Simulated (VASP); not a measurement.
# TiAl (Pmmm) in VASP: notebook, part 2 of 2

VASP 6.6.1.

**3. Single point, LDA (normal strain along x -0.0275, normal strain along y +0.0550)**

File INCAR:

```
SYSTEM = TiAl
  PREC = Accurate
  ENCUT = 520
  EDIFF = 1E-7
  ISMEAR = 0
  SIGMA = 0.15
  LREAL = .FALSE.
  LASPH = .TRUE.
  NELM = 100
  ALGO = Fast
  ISIF = 2
  LWAVE = .FALSE.
  LCHARG = .TRUE.
  GGA = CA
  LELF = .TRUE.
  LVHAR = .TRUE.
  NBANDS = 14
```

File KPOINTS:

```
regular mesh
0
G
  14 14 14
  0 0 0
```

File POSCAR:

```
TiAl
1.0
    3.0381738569      0.0000000000      0.0000000000
    0.0000000000      3.2959109708      0.0000000000
    0.0000000000      0.0000000000      3.1240862282
Ti Al
1 1
Direct
    0.0000000000      0.0000000000      0.0000000000
    0.5000000000      0.5000000000      0.5000000000
```

Potentials or basis: VASP PAW LDA potentials, release 64 (Ti_sv, Al).

The run is started by

```
cat potpaw_LDA.64/Ti_sv/POTCAR potpaw_LDA.64/Al/POTCAR > POTCAR
mpirun -np 1 vasp_std > vasp.out
```

OUTCAR:

```text
SYSTEM = TiAl
   PREC = Accurate
   ENCUT = 520
   EDIFF = 1E-7
   ISMEAR = 0
   LREAL = .FALSE.
   LASPH = .TRUE.
   NELM = 100
   ISIF = 2
   GGA = CA

 ion  position               nearest neighbor table
   1  0.000  0.000  0.000-   2 2.73   2 2.73   2 2.73   2 2.73   2 2.73   2 2.73   2 2.73   2 2.73

   2  0.500  0.500  0.500-   1 2.73   1 2.73   1 2.73   1 2.73   1 2.73   1 2.73   1 2.73   1 2.73

  LATTYP: Found a simple orthorhombic cell.
 ALAT       =     3.0381738569
 B/A-ratio  =     1.0282776350
 C/A-ratio  =     1.0848329049

  Lattice vectors:

 A1 = (  -3.0381738569,   0.0000000000,   0.0000000000)
 A2 = (   0.0000000000,   0.0000000000,   3.1240862282)
 A3 = (   0.0000000000,   3.2959109708,   0.0000000000)

Analysis of symmetry for initial positions (statically):
=====================================================================
 Subroutine PRICEL returns:
 Original cell was already a primitive cell.

 Routine SETGRP: Setting up the symmetry group for a
 simple orthorhombic supercell.

 Subroutine GETGRP returns: Found  8 space group operations
 (whereof  8 operations were pure point group operations)
 out of a pool of  8 trial point group operations.

The static configuration has the point symmetry D_2h.

Analysis of symmetry for dynamics (positions and initial velocities):
=====================================================================
 Subroutine PRICEL returns:
 Original cell was already a primitive cell.

 Routine SETGRP: Setting up the symmetry group for a
 simple orthorhombic supercell.

 Subroutine GETGRP returns: Found  8 space group operations
 (whereof  8 operations were pure point group operations)
 out of a pool of  8 trial point group operations.

The dynamic configuration has the point symmetry D_2h.

 Subroutine INISYM returns: Found  8 space group operations
 (whereof  8 operations are pure point group operations),
 and found     1 'primitive' translations

----------------------------------------------------------------------------------------

                                     Primitive cell

  volume of cell :      31.2832

  direct lattice vectors                    reciprocal lattice vectors
     3.038173857  0.000000000  0.000000000     0.329145088  0.000000000  0.000000000
     0.000000000  3.295910971  0.000000000     0.000000000  0.303406254  0.000000000
     0.000000000  0.000000000  3.124086228     0.000000000  0.000000000  0.320093598

  length of vectors
     3.038173857  3.295910971  3.124086228     0.329145088  0.303406254  0.320093598

  position of ions in fractional coordinates (direct lattice)
     0.000000000  0.000000000  0.000000000
     0.500000000  0.500000000  0.500000000

  ion indices of the primitive-cell ions
   primitive index   ion index
                 1           1
                 2           2

----------------------------------------------------------------------------------------

 KPOINTS: regular mesh

Automatic generation of k-mesh.
 Grid dimensions read from file:
 generate k-points for:   14   14   14

 Generating k-lattice:

  Cartesian coordinates                     Fractional coordinates (reciprocal lattice)
     0.023510363  0.000000000  0.000000000     0.071428571  0.000000000  0.000000000
     0.000000000  0.021671875  0.000000000     0.000000000  0.071428571  0.000000000
     0.000000000  0.000000000  0.022863828     0.000000000  0.000000000  0.071428571

  Length of vectors
     0.023510363  0.021671875  0.022863828

  Shift w.r.t. Gamma in fractional coordinates (k-lattice)
     0.000000000  0.000000000  0.000000000

 Subroutine IBZKPT returns following result:
 ===========================================

 Found    512 irreducible k-points:

 Following reciprocal coordinates:
            Coordinates               Weight
  0.000000  0.000000  0.000000      1.000000
  0.071429  0.000000  0.000000      2.000000
  0.142857  0.000000  0.000000      2.000000
  0.214286  0.000000  0.000000      2.000000
  0.285714  0.000000  0.000000      2.000000
  0.357143  0.000000  0.000000      2.000000
[... 16 lines left out ...]
  0.428571  0.142857  0.000000      4.000000
  0.500000  0.142857  0.000000      2.000000
 [... further k-points ...]
   k-points           NKPTS =    512   k-points in BZ     NKDIM =    512   number of bands    NBANDS=     14
   number of dos      NEDOS =    301   number of ions     NIONS =      2
   total plane-waves  NPLWV =  16128
   dimension x,y,z NGX =    24 NGY =   28 NGZ =   24
   dimension x,y,z NGXF=    48 NGYF=   56 NGZF=   48
   ions per type =               1   1
   NGX,Y,Z   is equivalent  to a cutoff of  13.13, 14.12, 12.77 a.u.
   NGXF,Y,Z  is equivalent  to a cutoff of  26.27, 28.25, 25.54 a.u.
 SYSTEM =  TiAl
   PREC   = accura    normal or accurate (medium, high low for compatibility)
   ISTART =      0    job   : 0-new  1-cont  2-samecut
   ICHARG =      2    charge: 1-file 2-atom 10-const
   ISPIN  =      1    spin polarized calculation?
   LNONCOLLINEAR =      F non collinear calculations
   LSORBIT =      F    spin-orbit coupling
   LASPH  =      T    aspherical Exc in radial PAW
   ENCUT  =  520.0 eV  38.22 Ry    6.18 a.u.   5.65  6.13  5.81*2*pi/ulx,y,z
   NELM   =    100;   NELMIN=  2; NELMDL= -5     # of ELM steps
   EDIFF  = 0.1E-06   stopping-criterion for ELM
   LREAL  =      F    real-space projection
   EDIFFG = 0.1E-05   stopping-criterion for IOM
   NSW    =      0    number of steps for IOM
   IBRION =     -1    ionic relax: 0-MD 1-quasi-New 2-CG
   NFREE  =      0    steps in history (QN), initial steepest desc. (CG)
   ISIF   =      2    stress and relaxation
   ISYM   =      2    0-nonsym 1-usesym 2-fastsym
   POTIM  = 0.5000    time-step for ionic-motion
   TEBEG  =    0.0;   TEEND  =   0.0 temperature during run
   PSTRESS=    0.0 pullay stress
   NELECT =      15.0000    total number of electrons
   NUPDOWN=      -1.0000    fix difference up-down
   EMIN   =  10.00;   EMAX   =-10.00  energy-range for DOS
   EFERMI =   0.00;   METHOD = LEGACY
   ISMEAR =     0;   SIGMA  =   0.15  broadening in eV -4-tet -1-fermi 0-gaus
   EFERMI_NEDOS =   21; number of points for ismear=-14 and -15
   IALGO  =     68    algorithm
   IMIX   =      4    mixing-type and parameters
     AMIX     =   0.40;   BMIX     =  1.00
     AMIX_MAG =   1.60;   BMIX_MAG =  1.00
  volume/ion in A,a.u.               =      15.64       105.55
  Fermi-wavevector in a.u.,A,eV,Ry     =   1.281351  2.421403 22.338877  1.641861
  Thomas-Fermi vector in A             =   2.413726
   LORBIT       =      0    0 simple, 1 ext, 2 COOP (PROOUT), +10 PAW based schemes
   GGA     = CA    functional components
   LHFCALC =     F    Hartree Fock is set to
   AEXX    =    0.0000 exact exchange contribution
   IVDW    =     0    specifies the selected vdW correction
   LEPSILON=     F    determine dielectric tensor
   LRPA    =     F    only Hartree local field effects (RPA)
 non-spin polarized calculation
 RMM-DIIS sequential band-by-band and
 Gauss-broadening in eV      SIGMA  =   0.15
  energy-cutoff  :      520.00
  volume of cell :       31.28
 maximum number of plane-waves:       858
 NGX is ok and might be reduce to    24
   NGX = 11   NGY = 13   NGZ = 11

 number of electron      14.9999998 magnetization

 Free energy of the ion-electron system (eV)
  ---------------------------------------------------
  ext. energy  EPLUGINS =         0.00000000
  ---------------------------------------------------
  free energy    TOTEN  =       -13.33007150 eV

  energy without entropy =      -13.30221302  energy(sigma->0) =      -13.31614226

 E-fermi :   8.7651     XC(G=0): -11.4303

 val. band max:        8.7649272470   @ k =   0.0714   0.2857   0.2143
 cond. band min:       8.7658736841   @ k =   0.0714   0.1429   0.2857
 fundamental gap:      0.0009464372
 Fermi energy:         8.7650987872

 k-point     1 :       0.0000    0.0000    0.0000
  band No.  band energies     occupation
      1     -47.3267      2.00000
      2     -23.9662      2.00000
      3     -23.9002      2.00000
      4     -23.8484      2.00000
      5      -0.5086      2.00000
      6       7.2245      2.00000
      7       7.4164      2.00000
      8      10.4532      0.00000
      9      10.6193      0.00000
     10      10.8555      0.00000
     11      12.1794      0.00000
     12      13.5869      0.00000
     13      14.3998      0.00000
     14      17.7525      0.00000
[... 377 lines left out ...]
      1     -47.2976      2.00000
      2     -24.1128      2.00000
      3     -23.9623      2.00000
      4     -23.8733      2.00000
      5       3.2566      2.00000
      6       4.0108      2.00000
      7       8.1385      2.00000
      8       8.3843      1.99967
      9       9.1170      0.00091
     10      10.4948      0.00000
     11      12.2495      0.00000
     12      15.0966      0.00000
     13      15.9964      0.00000
     14      18.0753      0.00000

 [... further k-points ...]
[... 5 lines left out ...]
  --------------------------------------------------------------------------------------
  -------------------------------------------------------------------------------------
  Total       -0.8655622      0.1652497     -0.9103296      0.0000000      0.0000000     -0.0000000
  in kB      -44.3300042      8.4633090    -46.6227749      0.0000000      0.0000000     -0.0000000
  external PRESSURE =     -27.4964900 kB  Pullay stress =       0.0000000 kB

 VOLUME and BASIS-vectors are now :
 -----------------------------------------------------------------------------
  energy-cutoff  :      520.00
  volume of cell :       31.28
      direct lattice vectors                 reciprocal lattice vectors
     3.038173857  0.000000000  0.000000000     0.329145088  0.000000000  0.000000000
     0.000000000  3.295910971  0.000000000     0.000000000  0.303406254  0.000000000
     0.000000000  0.000000000  3.124086228     0.000000000  0.000000000  0.320093598

 POSITION                                       TOTAL-FORCE (eV/Angst)
 -----------------------------------------------------------------------------------
      0.00000      0.00000      0.00000         0.000000      0.000000      0.000000
      1.51909      1.64796      1.56204         0.000000      0.000000      0.000000
 -----------------------------------------------------------------------------------
    total drift:                                0.000000      0.000000      0.000000

  FREE ENERGIE OF THE ION-ELECTRON SYSTEM (eV)
  ---------------------------------------------------
  free  energy   TOTEN  =       -13.3300715024 eV

  energy  without entropy=      -13.3022130208  energy(sigma->0) =      -13.31614226
```

It took 4.5 min on 1 thread of Intel Xeon Platinum 8375C at 2.90GHz (Ice Lake), shared host; peak memory 0.32 GiB.

What came out:

```
Free energy            : -13.3301 eV
Pressure               : -2.7 GPa
Band gap on the k mesh : zero (an odd number of electrons rules out a gap without spin polarisation)
```

Caveat: the cell differs from its parent crystal (normal strain along x -0.0275, normal strain along y +0.0550); the stress differs along the axes, from -5 to 1 GPa.
